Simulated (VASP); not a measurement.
# Al (Fm-3m) in VASP: notebook

The runs below take Al through single point, relaxation of volume and atoms at fixed shape, with PBEsol.

Program: VASP 6.6.1. These are calculated values, not measurements. Logs are shortened: lines on timing, memory, paths and dates and some standing lists are left out, and cuts for length are marked.

### 1 The cell of the first run

It takes space group Fm-3m (No. 225, cubic). Conventional cell: a = 4.014 Å, b = 4.014 Å, c = 4.014 Å, α = 90.00°, β = 90.00°, γ = 90.00°. Within 3.7 Å of Al (site symmetry m-3m) lie 12 Al at 2.84 Å.

### 2 Single point, PBEsol

Contents of INCAR:

```
PREC = Accurate
ENCUT = 520
EDIFF = 1E-7
ISMEAR = 1
SIGMA = 0.05
LREAL = F
LASPH = T
NELM = 80
ALGO = Normal
ISIF = 2
LWAVE = F
LCHARG = T
GGA = PS
LELF = T
LVHAR = T
NBANDS = 8
```

Contents of KPOINTS:

```
Automatic mesh
0
Gamma
  18 18 18
```

Contents of POSCAR:

```
Al
1.0
    0.0000000000      2.0072368949      2.0072368949
    2.0072368949      0.0000000000      2.0072368949
    2.0072368949      2.0072368949      0.0000000000
Al
1
Direct
    0.0000000000      0.0000000000      0.0000000000
```

Potentials or basis: VASP PAW PBE potentials, release 64 (Al).

Run with:

```
> cat potpaw_PBE.64/Al/POTCAR > POTCAR
> mpirun -np 1 vasp_std > vasp.out
```

OUTCAR:

```text
PREC = Accurate
   ENCUT = 520
   EDIFF = 1E-7
   ISMEAR = 1
   LREAL = F
   LASPH = T
   NELM = 80
   ISIF = 2
   GGA = PS

 ion  position               nearest neighbor table
   1  0.000  0.000  0.000-

  LATTYP: Found a face centered cubic cell.
 ALAT       =     4.0144737898

  Lattice vectors:

 A1 = (   0.0000000000,   2.0072368949,   2.0072368949)
 A2 = (   2.0072368949,   0.0000000000,   2.0072368949)
 A3 = (   2.0072368949,   2.0072368949,   0.0000000000)

Analysis of symmetry for initial positions (statically):
=====================================================================
 Subroutine PRICEL returns:
 Original cell was already a primitive cell.

 Routine SETGRP: Setting up the symmetry group for a
 face centered cubic supercell.

 Subroutine GETGRP returns: Found 48 space group operations
 (whereof 48 operations were pure point group operations)
 out of a pool of 48 trial point group operations.

The static configuration has the point symmetry O_h .

Analysis of symmetry for dynamics (positions and initial velocities):
=====================================================================
 Subroutine PRICEL returns:
 Original cell was already a primitive cell.

 Routine SETGRP: Setting up the symmetry group for a
 face centered cubic supercell.

 Subroutine GETGRP returns: Found 48 space group operations
 (whereof 48 operations were pure point group operations)
 out of a pool of 48 trial point group operations.

The dynamic configuration has the point symmetry O_h .

 Subroutine INISYM returns: Found 48 space group operations
 (whereof 48 operations are pure point group operations),
 and found     1 'primitive' translations

----------------------------------------------------------------------------------------

                                     Primitive cell

  volume of cell :      16.1743

  direct lattice vectors                    reciprocal lattice vectors
     0.000000000  2.007236895  2.007236895    -0.249098650  0.249098650  0.249098650
     2.007236895  0.000000000  2.007236895     0.249098650 -0.249098650  0.249098650
     2.007236895  2.007236895  0.000000000     0.249098650  0.249098650 -0.249098650

  length of vectors
     2.838661640  2.838661640  2.838661640     0.431451517  0.431451517  0.431451517

  position of ions in fractional coordinates (direct lattice)
     0.000000000  0.000000000  0.000000000

  ion indices of the primitive-cell ions
   primitive index   ion index
                 1           1

----------------------------------------------------------------------------------------

 KPOINTS: Automatic mesh

Automatic generation of k-mesh.
 Grid dimensions read from file:
 generate k-points for:   18   18   18

 Generating k-lattice:

  Cartesian coordinates                     Fractional coordinates (reciprocal lattice)
    -0.013838814  0.013838814  0.013838814     0.055555556  0.000000000  0.000000000
     0.013838814 -0.013838814  0.013838814     0.000000000  0.055555556  0.000000000
     0.013838814  0.013838814 -0.013838814     0.000000000  0.000000000  0.055555556

  Length of vectors
     0.023969529  0.023969529  0.023969529

  Shift w.r.t. Gamma in fractional coordinates (k-lattice)
     0.000000000  0.000000000  0.000000000

 Subroutine IBZKPT returns following result:
 ===========================================

 Found    195 irreducible k-points:

 Following reciprocal coordinates:
            Coordinates               Weight
  0.000000  0.000000  0.000000      1.000000
  0.055556  0.000000  0.000000      8.000000
  0.111111  0.000000  0.000000      8.000000
  0.166667  0.000000  0.000000      8.000000
  0.222222  0.000000  0.000000      8.000000
  0.277778  0.000000  0.000000      8.000000
[... 16 lines left out ...]
 -0.277778  0.055556  0.000000     24.000000
 -0.222222  0.055556  0.000000     24.000000
 [... further k-points ...]
   k-points           NKPTS =    195   k-points in BZ     NKDIM =    195   number of bands    NBANDS=      8
   number of dos      NEDOS =    301   number of ions     NIONS =      1
   total plane-waves  NPLWV =  13824
   dimension x,y,z NGX =    24 NGY =   24 NGZ =   24
   dimension x,y,z NGXF=    48 NGYF=   48 NGZF=   48
   ions per type =               1
   NGX,Y,Z   is equivalent  to a cutoff of  14.06, 14.06, 14.06 a.u.
   NGXF,Y,Z  is equivalent  to a cutoff of  28.11, 28.11, 28.11 a.u.
 SYSTEM =  unknown system
   PREC   = accura    normal or accurate (medium, high low for compatibility)
   ISTART =      0    job   : 0-new  1-cont  2-samecut
   ICHARG =      2    charge: 1-file 2-atom 10-const
   ISPIN  =      1    spin polarized calculation?
   LNONCOLLINEAR =      F non collinear calculations
   LSORBIT =      F    spin-orbit coupling
   LASPH  =      T    aspherical Exc in radial PAW
   ENCUT  =  520.0 eV  38.22 Ry    6.18 a.u.   5.28  5.28  5.28*2*pi/ulx,y,z
   NELM   =     80;   NELMIN=  2; NELMDL= -5     # of ELM steps
   EDIFF  = 0.1E-06   stopping-criterion for ELM
   LREAL  =      F    real-space projection
   EDIFFG = 0.1E-05   stopping-criterion for IOM
   NSW    =      0    number of steps for IOM
   IBRION =     -1    ionic relax: 0-MD 1-quasi-New 2-CG
   NFREE  =      0    steps in history (QN), initial steepest desc. (CG)
   ISIF   =      2    stress and relaxation
   ISYM   =      2    0-nonsym 1-usesym 2-fastsym
   POTIM  = 0.5000    time-step for ionic-motion
   TEBEG  =    0.0;   TEEND  =   0.0 temperature during run
   PSTRESS=    0.0 pullay stress
   NELECT =       3.0000    total number of electrons
   NUPDOWN=      -1.0000    fix difference up-down
   EMIN   =  10.00;   EMAX   =-10.00  energy-range for DOS
   EFERMI =   0.00;   METHOD = LEGACY
   ISMEAR =     1;   SIGMA  =   0.05  broadening in eV -4-tet -1-fermi 0-gaus
   EFERMI_NEDOS =   21; number of points for ismear=-14 and -15
   IALGO  =     38    algorithm
   IMIX   =      4    mixing-type and parameters
     AMIX     =   0.40;   BMIX     =  1.00
     AMIX_MAG =   1.60;   BMIX_MAG =  1.00
  volume/ion in A,a.u.               =      16.17       109.15
  Fermi-wavevector in a.u.,A,eV,Ry     =   0.933627  1.764299 11.859639  0.871659
  Thomas-Fermi vector in A             =   2.060348
   LORBIT       =      0    0 simple, 1 ext, 2 COOP (PROOUT), +10 PAW based schemes
   GGA     = PS    functional components
   LHFCALC =     F    Hartree Fock is set to
   AEXX    =    0.0000 exact exchange contribution
   IVDW    =     0    specifies the selected vdW correction
   LEPSILON=     F    determine dielectric tensor
   LRPA    =     F    only Hartree local field effects (RPA)
 non-spin polarized calculation
 Methfessel and Paxton  Order N= 1 SIGMA  =   0.05
  energy-cutoff  :      520.00
  volume of cell :       16.17
 maximum number of plane-waves:       448
 NGX is ok and might be reduce to    24
   NGX = 11   NGY = 11   NGZ = 11

 number of electron       3.0000000 magnetization

 Free energy of the ion-electron system (eV)
  ---------------------------------------------------
  ext. energy  EPLUGINS =         0.00000000
  ---------------------------------------------------
  free energy    TOTEN  =        -4.08883953 eV

  energy without entropy =       -4.08854033  energy(sigma->0) =       -4.08873979

 E-fermi :   8.1464     XC(G=0): -10.3297

 val. band max:        8.1347655895   @ k =  -0.2778   0.2778   0.0556
 cond. band min:       8.1578359356   @ k =  -0.4444   0.3333   0.1111
 fundamental gap:      0.0230703461
 Fermi energy:         8.1463547678

 k-point     1 :       0.0000    0.0000    0.0000
  band No.  band energies     occupation
      1      -3.1093      2.00000
      2      20.8644      0.00000
      3      20.8644      0.00000
      4      20.8644      0.00000
      5      22.5076      0.00000
      6      22.5076      0.00000
      7      22.5076      0.00000
      8      24.7890      0.00000

 k-point     2 :       0.0556    0.0000    0.0000
  band No.  band energies     occupation
      1      -3.0243      2.00000
      2      19.3635      0.00000
      3      20.5714      0.00000
      4      20.5714      0.00000
      5      22.9337      0.00000
      6      22.9337      0.00000
      7      23.0542      0.00000
      8      25.6833      0.00000

 k-point     3 :       0.1111    0.0000    0.0000
  band No.  band energies     occupation
      1      -2.7696      2.00000
      2      17.1255      0.00000
      3      20.0728      0.00000
      4      20.0728      0.00000
      5      23.1051      0.00000
      6      23.8036      0.00000
      7      23.8036      0.00000
      8      26.2273      0.00000

 k-point     4 :       0.1667    0.0000    0.0000
  band No.  band energies     occupation
      1      -2.3462      2.00000
      2      14.8676      0.00000
      3      19.6317      0.00000
      4      19.6317      0.00000
      5      22.9348      0.00000
      6      24.4062      0.00000
      7      24.4062      0.00000
      8      25.5783      0.00000

 k-point     5 :       0.2222    0.0000    0.0000
  band No.  band energies     occupation
      1      -1.7555      2.00000
      2      12.6850      0.00000
      3      19.3060      0.00000
      4      19.3060      0.00000
      5      22.7580      0.00000
      6      23.5906      0.00000
      7      23.5906      0.00000
      8      26.5577      0.00000

 k-point     6 :       0.2778    0.0000    0.0000
  band No.  band energies     occupation
      1      -0.9998      2.00000
      2      10.6100      0.00000
      3      19.1115      0.00000
      4      19.1115      0.00000
      5      22.5831      0.00000
      6      22.5831      0.00000
      7      22.6546      0.00000
      8      26.6468      0.00000

 k-point     7 :       0.3333    0.0000    0.0000
  band No.  band energies     occupation
      1      -0.0817      2.00000
      2       8.6584     -0.00000
      3      19.0539      0.00000
      4      19.0539      0.00000
      5      21.6693      0.00000
      6      21.6693      0.00000
      7      22.6644      0.00000
      8      25.7063      0.00000

 k-point     8 :       0.3889    0.0000    0.0000
  band No.  band energies     occupation
      1       0.9955      2.00000
      2       6.8399      2.00000
      3      19.1360      0.00000
      4      19.1360      0.00000
      5      20.8834      0.00000
      6      20.8834      0.00000
      7      22.8079      0.00000
      8      24.8663      0.00000

 k-point     9 :       0.4444    0.0000    0.0000
  band No.  band energies     occupation
      1       2.2270      2.00000
      2       5.1627      2.00000
      3      19.3586      0.00000
      4      19.3586      0.00000
      5      20.2356      0.00000
      6      20.2356      0.00000
      7      23.0906      0.00000
      8      24.1541      0.00000

 k-point    10 :       0.5000    0.0000    0.0000
  band No.  band energies     occupation
      1       3.4850      2.00000
      2       3.7559      2.00000
      3      19.6855      0.00000
      4      19.6855      0.00000
      5      19.7667      0.00000
      6      19.7667      0.00000
      7      23.4089      0.00000
      8      23.6907      0.00000
[... 78 lines left out ...]
 k-point    18 :       0.4444    0.0556    0.0000
  band No.  band energies     occupation
      1       1.8726      2.00000
      2       5.7759      2.00000
      3      18.1667      0.00000
      4      18.7514      0.00000
      5      19.6036      0.00000
      6      21.6654      0.00000
      7      23.9510      0.00000
      8      24.9624      0.00000

 k-point    19 :       0.5000    0.0556    0.0000
  band No.  band energies     occupation
      1       3.1943      2.00000
      2       4.2066      2.00000
      3      18.1917      0.00000
      4      18.4849      0.00000
      5      19.9304      0.00000
      6      21.1133      0.00000
      7      24.3224      0.00000
      8      24.3510      0.00000

 k-point    20 :      -0.4444    0.0556    0.0000
  band No.  band energies     occupation
      1       2.7416      2.00000
      2       4.7088      2.00000
      3      17.7730      0.00000
      4      18.9467      0.00000
      5      20.4055      0.00000
      6      20.7007      0.00000
      7      23.8683      0.00000
      8      24.8417      0.00000

 k-point    21 :      -0.3889    0.0556    0.0000
  band No.  band energies     occupation
      1       1.4622      2.00000
      2       6.3343      2.00000
      3      17.4993      0.00000
      4      19.5519      0.00000
      5      20.4285      0.00000
      6      21.0228      0.00000
      7      23.5332      0.00000
      8      25.4888      0.00000

 k-point    22 :      -0.3333    0.0556    0.0000
  band No.  band energies     occupation
      1       0.3336      2.00000
      2       8.1044      1.99853
      3      17.3716      0.00000
      4      20.2699      0.00000
      5      20.3248      0.00000
      6      21.7760      0.00000
      7      23.3420      0.00000
      8      26.2466      0.00000

 k-point    23 :      -0.2778    0.0556    0.0000
  band No.  band energies     occupation
      1      -0.6374      2.00000
      2      10.0091      0.00000
      3      17.3896      0.00000
      4      20.2970      0.00000
      5      21.1863      0.00000
      6      22.6463      0.00000
      7      23.2967      0.00000
      8      27.0447      0.00000

 k-point    24 :      -0.2222    0.0556    0.0000
  band No.  band energies     occupation
      1      -1.4472      2.00000
      2      12.0379      0.00000
      3      17.5529      0.00000
      4      20.4325      0.00000
      5      22.1920      0.00000
      6      23.2751      0.00000
      7      23.7177      0.00000
      8      25.9292      0.00000

 [... further k-points ...]
[... 5 lines left out ...]
  --------------------------------------------------------------------------------------
  -------------------------------------------------------------------------------------
  Total        0.0038807      0.0038807      0.0038807      0.0000000     -0.0000000     -0.0000000
  in kB        0.3844132      0.3844132      0.3844132      0.0000000     -0.0000000     -0.0000000
  external PRESSURE =       0.3844132 kB  Pullay stress =       0.0000000 kB

 VOLUME and BASIS-vectors are now :
 -----------------------------------------------------------------------------
  energy-cutoff  :      520.00
  volume of cell :       16.17
      direct lattice vectors                 reciprocal lattice vectors
     0.000000000  2.007236895  2.007236895    -0.249098650  0.249098650  0.249098650
     2.007236895  0.000000000  2.007236895     0.249098650 -0.249098650  0.249098650
     2.007236895  2.007236895  0.000000000     0.249098650  0.249098650 -0.249098650

 POSITION                                       TOTAL-FORCE (eV/Angst)
 -----------------------------------------------------------------------------------
      0.00000      0.00000      0.00000         0.000000      0.000000      0.000000
 -----------------------------------------------------------------------------------
    total drift:                               -0.000000      0.000000      0.000000

  FREE ENERGIE OF THE ION-ELECTRON SYSTEM (eV)
  ---------------------------------------------------
  free  energy   TOTEN  =        -4.0888395254 eV

  energy  without entropy=       -4.0885403251  energy(sigma->0) =       -4.08873979
```

Run time: 20 s. Hardware: 1 thread of AMD EPYC 7R43 (Zen 3), shared host; peak memory 0.11 GiB.

What came out:

```yaml
Free_energy: -4.0888 eV
Pressure: 0.0 GPa
```

Caveat: the PAW data sets were made with another functional, which shifts forces and pressure a little.

[end of part 1 of 2]
